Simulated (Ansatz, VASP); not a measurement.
## KCl: VASP beside Ansatz

```xyz
2
Lattice="3.6935 0.0000 0.0000 0.0000 3.6935 0.0000 0.0000 0.0000 3.6935" Properties=species:S:1:pos:R:3 pbc="T T T"
K     0.0000    0.0000    0.0000
Cl    1.8467    1.8467    1.8467
```

Alike in both runs: task single point; functional r2SCAN; k mesh 6 × 6 × 6; occupations gaussian, width 0.02 eV; no spin polarisation.

```csv
,VASP,Ansatz
version,VASP 6.6.1,Ansatz 0.2.0
potentials or method,"VASP PAW PBE potentials, release 64 (K_sv, Cl), cutoff 520 eV","scalar-relativistic, plane waves, PAW"
valence electrons in the cell,16,16
```

VASP gave:

* gap on the k mesh at the Fermi level (eV): 6.13
* least direct gap on the mesh (eV): 6.36
* pressure (GPa): 1.6

Task: Which values does Ansatz return?

Result: gap on the k mesh at the Fermi level (eV): 6.12; least direct gap on the mesh (eV): 6.35; pressure (GPa): 1.7.

VASP's potentials were made for PBE, not for r2SCAN.
